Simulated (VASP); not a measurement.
# Re (P6_3/mmc) in VASP: a series of runs

Re is run at these levels: LDA; tasks: single point.

Program: VASP 6.6.1. These are calculated values, not measurements. Logs are shortened: lines on timing, memory, paths and dates and some standing lists are left out, and cuts for length are marked.

## 1. The cell of the first run

The structure is hexagonal, space group P6_3/mmc (No. 194). Conventional cell: a = 2.664 Å, b = 2.664 Å, c = 4.291 Å, α = 90.00°, β = 90.00°, γ = 120.00°. Re (site symmetry -6m2) has 12 Re at 2.64 to 2.66 Å within 3.5 Å.

## 2. Single point, LDA (13.19 Å³/atom)

Contents of INCAR:

```
SYSTEM = Re
PREC     = Accurate       ! precision mode
ENCUT    = 520            ! plane-wave cutoff, eV
EDIFF    = 1E-6           ! SCF threshold, eV
ISMEAR   = -1             ! smearing method
SIGMA    = 0.1            ! smearing width, eV
LREAL    = .FALSE.        ! projectors in reciprocal space
LASPH    = .TRUE.         ! aspherical terms in the spheres
NELM     = 100            ! most SCF steps
ALGO     = Normal         ! electronic algorithm
ISIF     = 2              ! what is computed and relaxed
LWAVE    = .FALSE.        ! write WAVECAR
LCHARG   = .FALSE.        ! write CHGCAR
NBANDS   = 14             ! bands
```

Contents of KPOINTS:

```
regular mesh
0
G
  22 22 12
  0 0 0
```

Contents of POSCAR:

```
Re
1.0
    2.6641036422      0.0000000000      0.0000000000
   -1.3320518211      2.3071814324      0.0000000000
    0.0000000000      0.0000000000      4.2909323696
Re
2
Direct
    0.3333333333      0.6666666667      0.2500000000
    0.6666666667      0.3333333333      0.7500000000
```

Potentials or basis: VASP PAW LDA potentials, release 64 (Re).

Started as:

```
$ cat potpaw_LDA.64/Re/POTCAR > POTCAR
$ mpirun -np 1 vasp_std > vasp.out
```

OUTCAR:

```text
SYSTEM = Re
   PREC = Accurate
   ENCUT = 520
   EDIFF = 1E-6
   ISMEAR = -1
   LREAL = .FALSE.
   LASPH = .TRUE.
   NELM = 100
   ISIF = 2

 ion  position               nearest neighbor table
   1  0.333  0.667  0.250-   2 2.64   2 2.64   2 2.64   2 2.64   2 2.64   2 2.64
   2  0.667  0.333  0.750-   1 2.64   1 2.64   1 2.64   1 2.64   1 2.64   1 2.64

  LATTYP: Found a hexagonal cell.
 ALAT       =     2.6641036422
 C/A-ratio  =     1.6106476871

  Lattice vectors:

 A1 = (   2.6641036422,   0.0000000000,   0.0000000000)
 A2 = (  -1.3320518211,   2.3071814324,   0.0000000000)
 A3 = (   0.0000000000,   0.0000000000,   4.2909323696)

Analysis of symmetry for initial positions (statically):
=====================================================================
 Subroutine PRICEL returns:
 Original cell was already a primitive cell.

 Routine SETGRP: Setting up the symmetry group for a
 hexagonal supercell.

 Subroutine GETGRP returns: Found 24 space group operations
 (whereof 12 operations were pure point group operations)
 out of a pool of 24 trial point group operations.

The static configuration has the point symmetry D_3d.
 The point group associated with its full space group is D_6h.

Analysis of symmetry for dynamics (positions and initial velocities):
=====================================================================
 Subroutine PRICEL returns:
 Original cell was already a primitive cell.

 Routine SETGRP: Setting up the symmetry group for a
 hexagonal supercell.

 Subroutine GETGRP returns: Found 24 space group operations
 (whereof 12 operations were pure point group operations)
 out of a pool of 24 trial point group operations.

The dynamic configuration has the point symmetry D_3d.
 The point group associated with its full space group is D_6h.

 Subroutine INISYM returns: Found 24 space group operations
 (whereof 12 operations are pure point group operations),
 and found     1 'primitive' translations

----------------------------------------------------------------------------------------

                                     Primitive cell

  volume of cell :      26.3745

  direct lattice vectors                    reciprocal lattice vectors
     2.664103642  0.000000000  0.000000000     0.375360772  0.216714643  0.000000000
    -1.332051821  2.307181432  0.000000000     0.000000000  0.433429286  0.000000000
     0.000000000  0.000000000  4.290932370     0.000000000  0.000000000  0.233049583

  length of vectors
     2.664103642  2.664103642  4.290932370     0.433429286  0.433429286  0.233049583

  position of ions in fractional coordinates (direct lattice)
     0.333333333  0.666666667  0.250000000
     0.666666667  0.333333333  0.750000000

  ion indices of the primitive-cell ions
   primitive index   ion index
                 1           1
                 2           2

----------------------------------------------------------------------------------------

 KPOINTS: regular mesh

Automatic generation of k-mesh.
 Grid dimensions read from file:
 generate k-points for:   22   22   12

 Generating k-lattice:

  Cartesian coordinates                     Fractional coordinates (reciprocal lattice)
     0.017061853  0.009850666  0.000000000     0.045454545  0.000000000  0.000000000
     0.000000000  0.019701331  0.000000000     0.000000000  0.045454545  0.000000000
     0.000000000  0.000000000  0.019420799     0.000000000  0.000000000  0.083333333

  Length of vectors
     0.019701331  0.019701331  0.019420799

  Shift w.r.t. Gamma in fractional coordinates (k-lattice)
     0.000000000  0.000000000  0.000000000

 Subroutine IBZKPT returns following result:
 ===========================================

 Found    364 irreducible k-points:

 Following reciprocal coordinates:
            Coordinates               Weight
  0.000000  0.000000  0.000000      1.000000
  0.045455 -0.000000  0.000000      6.000000
  0.090909 -0.000000  0.000000      6.000000
  0.136364  0.000000  0.000000      6.000000
  0.181818 -0.000000  0.000000      6.000000
  0.227273  0.000000  0.000000      6.000000
[... 16 lines left out ...]
  0.090909  0.090909  0.000000      6.000000
  0.136364  0.090909  0.000000     12.000000
 [... further k-points ...]
   k-points           NKPTS =    364   k-points in BZ     NKDIM =    364   number of bands    NBANDS=     14
   number of dos      NEDOS =    301   number of ions     NIONS =      2
   total plane-waves  NPLWV =  12800
   dimension x,y,z NGX =    20 NGY =   20 NGZ =   32
   dimension x,y,z NGXF=    40 NGYF=   40 NGZF=   64
   ions per type =               2
   NGX,Y,Z   is equivalent  to a cutoff of  12.48, 12.48, 12.40 a.u.
   NGXF,Y,Z  is equivalent  to a cutoff of  24.96, 24.96, 24.80 a.u.
 SYSTEM =  Re
   PREC   = accura    normal or accurate (medium, high low for compatibility)
   ISTART =      0    job   : 0-new  1-cont  2-samecut
   ICHARG =      2    charge: 1-file 2-atom 10-const
   ISPIN  =      1    spin polarized calculation?
   LNONCOLLINEAR =      F non collinear calculations
   LSORBIT =      F    spin-orbit coupling
   LASPH  =      T    aspherical Exc in radial PAW
   ENCUT  =  520.0 eV  38.22 Ry    6.18 a.u.   4.95  4.95  7.98*2*pi/ulx,y,z
   NELM   =    100;   NELMIN=  2; NELMDL= -5     # of ELM steps
   EDIFF  = 0.1E-05   stopping-criterion for ELM
   LREAL  =      F    real-space projection
   EDIFFG = 0.1E-04   stopping-criterion for IOM
   NSW    =      0    number of steps for IOM
   IBRION =     -1    ionic relax: 0-MD 1-quasi-New 2-CG
   NFREE  =      0    steps in history (QN), initial steepest desc. (CG)
   ISIF   =      2    stress and relaxation
   ISYM   =      2    0-nonsym 1-usesym 2-fastsym
   POTIM  = 0.5000    time-step for ionic-motion
   TEBEG  =    0.0;   TEEND  =   0.0 temperature during run
   PSTRESS=    0.0 pullay stress
   NELECT =      14.0000    total number of electrons
   NUPDOWN=      -1.0000    fix difference up-down
   EMIN   =  10.00;   EMAX   =-10.00  energy-range for DOS
   EFERMI =   0.00;   METHOD = LEGACY
   ISMEAR =    -1;   SIGMA  =   0.10  broadening in eV -4-tet -1-fermi 0-gaus
   EFERMI_NEDOS =   21; number of points for ismear=-14 and -15
   IALGO  =     38    algorithm
   IMIX   =      4    mixing-type and parameters
     AMIX     =   0.40;   BMIX     =  1.00
     AMIX_MAG =   1.60;   BMIX_MAG =  1.00
  volume/ion in A,a.u.               =      13.19        88.99
  Fermi-wavevector in a.u.,A,eV,Ry     =   1.325529  2.504887 23.905816  1.757028
  Thomas-Fermi vector in A             =   2.454983
   LORBIT       =      0    0 simple, 1 ext, 2 COOP (PROOUT), +10 PAW based schemes
   GGA     = CA    functional components
   LHFCALC =     F    Hartree Fock is set to
   AEXX    =    0.0000 exact exchange contribution
   IVDW    =     0    specifies the selected vdW correction
   LEPSILON=     F    determine dielectric tensor
   LRPA    =     F    only Hartree local field effects (RPA)
 non-spin polarized calculation
  energy-cutoff  :      520.00
  volume of cell :       26.37
 maximum number of plane-waves:       736
 NGX is ok and might be reduce to    20
   NGX =  9   NGY =  9   NGZ = 15

 number of electron      13.9999999 magnetization

 Free energy of the ion-electron system (eV)
  ---------------------------------------------------
  ext. energy  EPLUGINS =         0.00000000
  ---------------------------------------------------
  free energy    TOTEN  =       -27.25112538 eV

  energy without entropy =      -27.20393225  energy(sigma->0) =      -27.22752882

 E-fermi :   9.3072     XC(G=0): -14.4389

 val. band max:        9.3059570827   @ k =   0.3182   0.3182   0.5000
 cond. band min:       9.3089795357   @ k =   0.0455   0.0455   0.0833
 fundamental gap:      0.0030224529
 Fermi energy:         9.3072261377

 k-point     1 :       0.0000    0.0000    0.0000
  band No.  band energies     occupation
      1      -1.2422      2.00000
      2       1.8379      2.00000
      3       7.3622      2.00000
      4       7.3622      2.00000
      5       7.4206      2.00000
      6       8.3694      1.99983
      7       8.3694      1.99983
      8       9.4247      0.47203
      9       9.4247      0.47203
     10      10.3831      0.00004
     11      13.1685      0.00000
     12      13.1685      0.00000
     13      20.8747      0.00000
     14      23.6027      0.00000

 k-point     2 :       0.0455   -0.0000    0.0000
  band No.  band energies     occupation
      1      -1.1448      2.00000
      2       1.9300      2.00000
      3       7.0367      2.00000
      4       7.4525      2.00000
      5       7.7116      2.00000
      6       8.2958      1.99992
      7       8.4553      1.99960
      8       9.2745      1.16231
      9       9.3436      0.82033
     10      10.0157      0.00167
     11      13.2283      0.00000
     12      13.6845      0.00000
     13      20.8904      0.00000
     14      23.8287      0.00000

 k-point     3 :       0.0909   -0.0000    0.0000
  band No.  band energies     occupation
      1      -0.8590      2.00000
      2       2.1938      2.00000
      3       6.6354      2.00000
      4       7.7212      2.00000
      5       7.9780      2.00000
      6       8.1551      1.99998
      7       8.6425      1.99741
      8       8.7108      1.99488
      9       9.1227      1.72706
     10       9.5713      0.13316
     11      13.3861      0.00000
     12      14.7634      0.00000
     13      20.9074      0.00000
     14      24.4774      0.00000

 k-point     4 :       0.1364    0.0000    0.0000
  band No.  band energies     occupation
      1      -0.4052      2.00000
      2       2.5855      2.00000
      3       6.2198      2.00000
      4       7.7025      2.00000
      5       7.7609      2.00000
      6       8.1623      1.99998
      7       8.4785      1.99950
      8       8.8121      1.98596
      9       9.1285      1.71330
     10       9.2883      1.09447
     11      13.5947      0.00000
     12      16.0112      0.00000
     13      20.8621      0.00000
     14      25.4563      0.00000

 k-point     5 :       0.1818   -0.0000    0.0000
  band No.  band energies     occupation
      1       0.1801      2.00000
      2       3.0070      2.00000
      3       5.8836      2.00000
      4       6.7487      2.00000
      5       7.4638      2.00000
      6       8.4606      1.99958
      7       8.7647      1.99123
      8       8.9755      1.93002
      9       9.0157      1.89723
     10       9.6954      0.04038
     11      13.8106      0.00000
[... 276 lines left out ...]
 k-point    22 :       0.4545    0.0455    0.0000
  band No.  band energies     occupation
      1       2.4311      2.00000
      2       2.8931      2.00000
      3       3.2285      2.00000
      4       6.9069      2.00000
      5       7.5155      2.00000
      6       7.7870      2.00000
      7       8.6623      1.99684
      8      13.8682      0.00000
      9      14.2819      0.00000
     10      14.4016      0.00000
     11      16.1362      0.00000
     12      18.0560      0.00000
     13      20.8092      0.00000
     14      22.3632      0.00000

 k-point    23 :       0.0909    0.0909    0.0000
  band No.  band energies     occupation
      1      -0.1406      2.00000
      2       2.8181      2.00000
      3       5.9687      2.00000
      4       7.3588      2.00000
      5       7.6809      2.00000
      6       8.2971      1.99992
      7       8.4784      1.99950
      8       8.5081      1.99932
      9       9.4467      0.39740
     10       9.4823      0.29588
     11      13.6148      0.00000
     12      16.6573      0.00000
     13      20.8111      0.00000
     14      25.9789      0.00000

 k-point    24 :       0.1364    0.0909    0.0000
  band No.  band energies     occupation
      1       0.4349      2.00000
      2       3.2518      2.00000
      3       5.5986      2.00000
      4       6.5309      2.00000
      5       7.4370      2.00000
      6       7.9069      2.00000
      7       8.8636      1.97660
      8       9.1318      1.70506
      9       9.2796      1.13707
     10      10.1460      0.00046
     11      13.7505      0.00000
     12      17.8580      0.00000
     13      20.6471      0.00000
     14      26.8574      0.00000

 [... further k-points ...]

------------------------ aborting loop because EDIFF is reached ----------------------------------------

  FORCE on cell =-STRESS in cart. coord.  units (eV):
  Direction    XX          YY          ZZ          XY          YZ          ZX
  --------------------------------------------------------------------------------------
  -------------------------------------------------------------------------------------
  Total        7.1596633      7.1596633      7.2102968      0.0000000      0.0000000     -0.0000000
  in kB      434.9292810    434.9292810    438.0051225      0.0000000      0.0000000     -0.0000000
  external PRESSURE =     435.9545615 kB  Pullay stress =       0.0000000 kB

 VOLUME and BASIS-vectors are now :
 -----------------------------------------------------------------------------
  energy-cutoff  :      520.00
  volume of cell :       26.37
      direct lattice vectors                 reciprocal lattice vectors
     2.664103642  0.000000000  0.000000000     0.375360772  0.216714643  0.000000000
    -1.332051821  2.307181432  0.000000000     0.000000000  0.433429286  0.000000000
     0.000000000  0.000000000  4.290932370     0.000000000  0.000000000  0.233049583

 POSITION                                       TOTAL-FORCE (eV/Angst)
 -----------------------------------------------------------------------------------
     -0.00000      1.53812      1.07273        -0.000000      0.000000      0.000000
      1.33205      0.76906      3.21820         0.000000     -0.000000      0.000000
 -----------------------------------------------------------------------------------
    total drift:                               -0.000000      0.000000     -0.000000

  FREE ENERGIE OF THE ION-ELECTRON SYSTEM (eV)
  ---------------------------------------------------
  free  energy   TOTEN  =       -27.2511253830 eV

  energy  without entropy=      -27.2039322509  energy(sigma->0) =      -27.22752882
```

Run time: 48 s. Hardware: 1 thread of Intel Xeon 6975P-C (Granite Rapids), shared host; peak memory 0.22 GiB.

Results:

```
Free energy            : -27.2511 eV
Pressure               : 43.6 GPa
Band gap on the k mesh : zero (bands 7 and 8 overlap by 4.24 eV)
```

Caveat: the cell stands under pressure; spin-orbit coupling is left out, which moves the levels of the heavy elements.

## 3. Single point, LDA (13.76 Å³/atom)

This run uses another cell than the first one, of 13.76 Å³/atom.

Contents of INCAR:

```
SYSTEM = Re
PREC = Accurate ; ENCUT = 520
EDIFF = 1E-6 ; ISMEAR = -1
SIGMA = 0.1 ; LREAL = .FALSE.
LASPH = .TRUE. ; NELM = 60
ALGO = Normal ; ISIF = 2
LWAVE = .FALSE. ; LCHARG = .FALSE.
NBANDS = 14
```

Contents of KPOINTS:

```
Automatic mesh
0
G
  22 22 12
  0 0 0
```

Contents of POSCAR:

```
Re
1.0
    2.7021674082      0.0000000000      0.0000000000
   -1.3510837041      2.3401456208      0.0000000000
    0.0000000000      0.0000000000      4.3522396864
Re
2
Direct
    0.3333333333      0.6666666667      0.2500000000
    0.6666666667      0.3333333333      0.7500000000
```

Potentials or basis: VASP PAW LDA potentials, release 64 (Re).

Started as:

```
$ cat potpaw_LDA.64/Re/POTCAR > POTCAR
$ mpirun -np 1 vasp_std > vasp.out
```

It took 56 s on 1 thread of Intel Xeon 6975P-C (Granite Rapids), shared host; peak memory 0.23 GiB.

Results (log left out):

| Item | Value |
| --- | --- |
| Free energy | -27.4778 eV |
| Pressure | 20.3 GPa |
| Band gap on the k mesh | zero (bands 7 and 8 overlap by 3.91 eV) |

Stress tensor (GPa, compression positive):
```
20.28  0.00  0.00
 0.00 20.28  0.00
 0.00  0.00 20.48
```

Levels at points of the mesh, in eV from the Fermi level:
```
           k point  band 3  band 4  band 5  band 6  band 7  band 8  band 9  band 10  band 11  band 12
(0.00, 0.00, 0.00)   -1.80   -1.80   -1.75   -0.86   -0.86    0.13    0.13     0.94     3.66     3.66
(0.50, 0.00, 0.00)   -5.75   -2.21   -1.68   -1.44   -0.62    4.34    4.85     4.95     6.70     7.76
(0.00, 0.00, 0.50)   -2.55   -2.55   -1.95   -1.95   -1.95   -1.95    2.78     2.78     2.78     2.78
(0.50, 0.00, 0.50)   -4.51   -4.51    0.37    0.37    1.16    1.16    4.70     4.70     5.28     5.28
```

Caveat: the cell stands under pressure; spin-orbit coupling is left out, which moves the levels of the heavy elements.
